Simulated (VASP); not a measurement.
# AgBr (Fm-3m) in VASP: a series of runs, part 2 of 2

VASP 6.6.1.

**3. Single point, BLYP**

Input file INCAR:

```
  PREC = Accurate
  ENCUT = 500
  EDIFF = 1E-6
  ISMEAR = 0
  SIGMA = 0.01
  LREAL = False
  LASPH = True
  NELM = 120
  ALGO = Normal
  ISIF = 2
  LWAVE = False
  LCHARG = False
  GGA = B5
  ALDAX = 1.0
  AGGAX = 1.0
  AGGAC = 1.0
  ALDAC = 0.0
  NBANDS = 16
  GGA_COMPAT = False
```

Input file KPOINTS:

```
Automatic mesh
0
Gamma
  3 3 3
```

Input file POSCAR:

```
AgBr
1.0
    0.0000000000      2.8701500000      2.8701500000
    2.8701500000      0.0000000000      2.8701500000
    2.8701500000      2.8701500000      0.0000000000
Ag Br
1 1
Direct
    0.0000000000      0.0000000000      0.0000000000
    0.5000000000      0.5000000000      0.5000000000
```

Potentials or basis: VASP PAW PBE potentials, release 64 (Ag, Br).

Run with:

```
cat potpaw_PBE.64/Ag/POTCAR potpaw_PBE.64/Br/POTCAR > POTCAR
mpirun -np 1 vasp_std > vasp.out
```

OUTCAR:

```text
PREC = Accurate
   ENCUT = 500
   EDIFF = 1E-6
   ISMEAR = 0
   LREAL = False
   LASPH = True
   NELM = 120
   ISIF = 2
   GGA = B5

 ion  position               nearest neighbor table
   1  0.000  0.000  0.000-   2 2.87   2 2.87   2 2.87   2 2.87   2 2.87   2 2.87
   2  0.500  0.500  0.500-   1 2.87   1 2.87   1 2.87   1 2.87   1 2.87   1 2.87

  LATTYP: Found a face centered cubic cell.
 ALAT       =     5.7403000000

  Lattice vectors:

 A1 = (   0.0000000000,   2.8701500000,   2.8701500000)
 A2 = (   2.8701500000,   0.0000000000,   2.8701500000)
 A3 = (   2.8701500000,   2.8701500000,   0.0000000000)

Analysis of symmetry for initial positions (statically):
=====================================================================
 Subroutine PRICEL returns:
 Original cell was already a primitive cell.

 Routine SETGRP: Setting up the symmetry group for a
 face centered cubic supercell.

 Subroutine GETGRP returns: Found 48 space group operations
 (whereof 48 operations were pure point group operations)
 out of a pool of 48 trial point group operations.

The static configuration has the point symmetry O_h .

Analysis of symmetry for dynamics (positions and initial velocities):
=====================================================================
 Subroutine PRICEL returns:
 Original cell was already a primitive cell.

 Routine SETGRP: Setting up the symmetry group for a
 face centered cubic supercell.

 Subroutine GETGRP returns: Found 48 space group operations
 (whereof 48 operations were pure point group operations)
 out of a pool of 48 trial point group operations.

The dynamic configuration has the point symmetry O_h .

 Subroutine INISYM returns: Found 48 space group operations
 (whereof 48 operations are pure point group operations),
 and found     1 'primitive' translations

----------------------------------------------------------------------------------------

                                     Primitive cell

  volume of cell :      47.2872

  direct lattice vectors                    reciprocal lattice vectors
     0.000000000  2.870150000  2.870150000    -0.174206923  0.174206923  0.174206923
     2.870150000  0.000000000  2.870150000     0.174206923 -0.174206923  0.174206923
     2.870150000  2.870150000  0.000000000     0.174206923  0.174206923 -0.174206923

  length of vectors
     4.059005056  4.059005056  4.059005056     0.301735242  0.301735242  0.301735242

  position of ions in fractional coordinates (direct lattice)
     0.000000000  0.000000000  0.000000000
     0.500000000  0.500000000  0.500000000

  ion indices of the primitive-cell ions
   primitive index   ion index
                 1           1
                 2           2

----------------------------------------------------------------------------------------

 KPOINTS: Automatic mesh

Automatic generation of k-mesh.
 Grid dimensions read from file:
 generate k-points for:    3    3    3

 Generating k-lattice:

  Cartesian coordinates                     Fractional coordinates (reciprocal lattice)
    -0.058068974  0.058068974  0.058068974     0.333333333  0.000000000  0.000000000
     0.058068974 -0.058068974  0.058068974     0.000000000  0.333333333  0.000000000
     0.058068974  0.058068974 -0.058068974     0.000000000  0.000000000  0.333333333

  Length of vectors
     0.100578414  0.100578414  0.100578414

  Shift w.r.t. Gamma in fractional coordinates (k-lattice)
     0.000000000  0.000000000  0.000000000

 Subroutine IBZKPT returns following result:
 ===========================================

 Found      4 irreducible k-points:

 Following reciprocal coordinates:
            Coordinates               Weight
  0.000000  0.000000  0.000000      1.000000
  0.333333  0.000000  0.000000      8.000000
  0.333333  0.333333  0.000000      6.000000
 -0.333333  0.333333  0.000000     12.000000
   k-points           NKPTS =      4   k-points in BZ     NKDIM =      4   number of bands    NBANDS=     16
   number of dos      NEDOS =    301   number of ions     NIONS =      2
   total plane-waves  NPLWV =  27000
   dimension x,y,z NGX =    30 NGY =   30 NGZ =   30
   dimension x,y,z NGXF=    60 NGYF=   60 NGZF=   60
   ions per type =               1   1
   NGX,Y,Z   is equivalent  to a cutoff of  12.29, 12.29, 12.29 a.u.
   NGXF,Y,Z  is equivalent  to a cutoff of  24.57, 24.57, 24.57 a.u.
 SYSTEM =  unknown system
   PREC   = accura    normal or accurate (medium, high low for compatibility)
   ISTART =      0    job   : 0-new  1-cont  2-samecut
   ICHARG =      2    charge: 1-file 2-atom 10-const
   ISPIN  =      1    spin polarized calculation?
   LNONCOLLINEAR =      F non collinear calculations
   LSORBIT =      F    spin-orbit coupling
   LASPH  =      T    aspherical Exc in radial PAW
   ENCUT  =  500.0 eV  36.75 Ry    6.06 a.u.   7.40  7.40  7.40*2*pi/ulx,y,z
   NELM   =    120;   NELMIN=  2; NELMDL= -5     # of ELM steps
   EDIFF  = 0.1E-05   stopping-criterion for ELM
   LREAL  =      F    real-space projection
   EDIFFG = 0.1E-04   stopping-criterion for IOM
   NSW    =      0    number of steps for IOM
   IBRION =     -1    ionic relax: 0-MD 1-quasi-New 2-CG
   NFREE  =      0    steps in history (QN), initial steepest desc. (CG)
   ISIF   =      2    stress and relaxation
   ISYM   =      2    0-nonsym 1-usesym 2-fastsym
   POTIM  = 0.5000    time-step for ionic-motion
   TEBEG  =    0.0;   TEEND  =   0.0 temperature during run
   PSTRESS=    0.0 pullay stress
   NELECT =      18.0000    total number of electrons
   NUPDOWN=      -1.0000    fix difference up-down
   EMIN   =  10.00;   EMAX   =-10.00  energy-range for DOS
   EFERMI =   0.00;   METHOD = LEGACY
   ISMEAR =     0;   SIGMA  =   0.01  broadening in eV -4-tet -1-fermi 0-gaus
   EFERMI_NEDOS =   21; number of points for ismear=-14 and -15
   IALGO  =     38    algorithm
   IMIX   =      4    mixing-type and parameters
     AMIX     =   0.40;   BMIX     =  1.00
     AMIX_MAG =   1.60;   BMIX_MAG =  1.00
  volume/ion in A,a.u.               =      23.64       159.55
  Fermi-wavevector in a.u.,A,eV,Ry     =   1.186454  2.242074 19.152570  1.407674
  Thomas-Fermi vector in A             =   2.322627
   LORBIT       =      0    0 simple, 1 ext, 2 COOP (PROOUT), +10 PAW based schemes
   GGA     = B5    functional components
   LHFCALC =     F    Hartree Fock is set to
   AEXX    =    0.0000 exact exchange contribution
   IVDW    =     0    specifies the selected vdW correction
   LEPSILON=     F    determine dielectric tensor
   LRPA    =     F    only Hartree local field effects (RPA)
 non-spin polarized calculation
 Gauss-broadening in eV      SIGMA  =   0.01
  energy-cutoff  :      500.00
  volume of cell :       47.29
 maximum number of plane-waves:      1243
 NGX is ok and might be reduce to    30
   NGX = 15   NGY = 15   NGZ = 15

 number of electron      18.0000002 magnetization

 Free energy of the ion-electron system (eV)
  ---------------------------------------------------
  ext. energy  EPLUGINS =         0.00000000
  ---------------------------------------------------
  free energy    TOTEN  =        -4.05283526 eV

  energy without entropy =       -4.05283526  energy(sigma->0) =       -4.05283526

 E-fermi :   3.7005     XC(G=0):  -9.3269

 val. band max:        3.6522151752   @ k =   0.3333   0.0000   0.0000
 cond. band min:       4.7479146709   @ k =   0.0000   0.0000   0.0000
 fundamental gap:      1.0956994957
 Fermi energy:         3.7004826247

 k-point     1 :       0.0000    0.0000    0.0000
  band No.  band energies     occupation
      1     -10.9890      2.00000
      2       1.1472      2.00000
      3       1.1472      2.00000
      4       1.1472      2.00000
      5       1.1504      2.00000
      6       1.1504      2.00000
[... 8 lines left out ...]
     15      15.7347      0.00000
     16      15.7347      0.00000

 k-point     2 :       0.3333    0.0000    0.0000
  band No.  band energies     occupation
      1     -10.6636      2.00000
      2      -0.6708      2.00000
      3       0.0388      2.00000
      4       0.0388      2.00000
      5       1.3679      2.00000
      6       1.3679      2.00000
[... 8 lines left out ...]
     15      16.1819      0.00000
     16      16.1819      0.00000

 k-point     3 :       0.3333    0.3333    0.0000
  band No.  band energies     occupation
      1     -10.6190      2.00000
      2      -0.5141      2.00000
      3       0.9537      2.00000
      4       0.9947      2.00000
      5       0.9947      2.00000
      6       1.2667      2.00000
[... 8 lines left out ...]
     15      18.3608      0.00000
     16      19.6833      0.00000

 k-point     4 :      -0.3333    0.3333    0.0000
  band No.  band energies     occupation
      1     -10.5002      2.00000
      2      -0.4992      2.00000
      3       0.0289      2.00000
      4       0.0604      2.00000
      5       1.3782      2.00000
      6       1.4606      2.00000
[... 8 lines left out ...]
     15      16.4956      0.00000
     16      19.6762      0.00000

------------------------ aborting loop because EDIFF is reached ----------------------------------------

  FORCE on cell =-STRESS in cart. coord.  units (eV):
  Direction    XX          YY          ZZ          XY          YZ          ZX
  --------------------------------------------------------------------------------------
  -------------------------------------------------------------------------------------
  Total        2.0598598      2.0598598      2.0598598      0.0000000      0.0000000      0.0000000
  in kB       69.7918108     69.7918108     69.7918108      0.0000000      0.0000000      0.0000000
  external PRESSURE =      69.7918108 kB  Pullay stress =       0.0000000 kB

 VOLUME and BASIS-vectors are now :
 -----------------------------------------------------------------------------
  energy-cutoff  :      500.00
  volume of cell :       47.29
      direct lattice vectors                 reciprocal lattice vectors
     0.000000000  2.870150000  2.870150000    -0.174206923  0.174206923  0.174206923
     2.870150000  0.000000000  2.870150000     0.174206923 -0.174206923  0.174206923
     2.870150000  2.870150000  0.000000000     0.174206923  0.174206923 -0.174206923

 POSITION                                       TOTAL-FORCE (eV/Angst)
 -----------------------------------------------------------------------------------
      0.00000      0.00000      0.00000         0.000000      0.000000      0.000000
      2.87015      2.87015      2.87015         0.000000      0.000000     -0.000000
 -----------------------------------------------------------------------------------
    total drift:                               -0.000000      0.000000      0.000000

  FREE ENERGIE OF THE ION-ELECTRON SYSTEM (eV)
  ---------------------------------------------------
  free  energy   TOTEN  =        -4.0528352577 eV

  energy  without entropy=       -4.0528352577  energy(sigma->0) =       -4.05283526
```

Run time: 14 s. Hardware: 1 thread of Intel Xeon Platinum 8259CL at 2.50GHz (Skylake/Cascade Lake), shared host; peak memory 0.16 GiB.

Results:

```
Free energy            : -4.0528 eV
Pressure               : 7.0 GPa
Band gap on the k mesh : 1.10 eV, indirect (least direct gap 2.60 eV)
```

Caveat: the k points lie up to 0.63 Å⁻¹ apart; the PAW data sets were made with another functional, which shifts forces and pressure a little. A hybrid or GW would open this gap; BLYP tends to underestimate it.

**4. Single point, PBE**

Input file INCAR:

```
PREC = Accurate ; ENCUT = 500
EDIFF = 1E-6 ; ISMEAR = 0
SIGMA = 0.01 ; LREAL = F
LASPH = T ; NELM = 120
ALGO = Normal ; ISIF = 2
LWAVE = F ; LCHARG = F
GGA = PE ; NBANDS = 16
GGA_COMPAT = F
```

Input file KPOINTS:

```
regular mesh
0
Gamma
  3 3 3
```

POSCAR is that of step 3.

Run with:

```
cat potpaw_PBE.64/Ag/POTCAR potpaw_PBE.64/Br/POTCAR > POTCAR
mpirun -np 1 vasp_std > vasp.out
```

Wall time 6.3 s (1 thread of Intel Xeon Platinum 8259CL at 2.50GHz (Skylake/Cascade Lake), shared host); peak memory 0.16 GiB.

The run converged. Its results:

| Item | Value |
| --- | --- |
| Free energy | -4.8778 eV |
| Pressure | 3.1 GPa |
| Band gap on the k mesh | 1.03 eV, indirect (least direct gap 2.56 eV) |

Levels at points of the mesh, in eV from the valence-band top:
```csv
k point,band 7,band 8,band 9,band 10,band 11,band 12
"(0.00, 0.00, 0.00)",-1.53,-1.53,-1.53,1.03,10.27,10.27
```

Caveat: the k points lie up to 0.63 Å⁻¹ apart.

**5. The runs side by side**

```csv
level,potentials or basis,gap on the mesh (eV),pressure (GPa)
LDA,"VASP PAW LDA potentials, release 64 (Ag, Br)",0.76,-3.2
BLYP,"VASP PAW PBE potentials, release 64 (Ag, Br)",1.10,7.0
PBE,"VASP PAW PBE potentials, release 64 (Ag, Br)",1.03,3.1
```

Alike in all rows: task single point; no spin polarisation; cell as given; k mesh 3 × 3 × 3; cutoff (eV) 500; smearing gaussian 0.01 eV.

Caveats: all runs use coarse meshes; the PAW data sets were made with another functional, which shifts forces and pressure a little (some runs).

Total energies depend on the potentials used, so only differences within one code and one set of settings carry meaning.
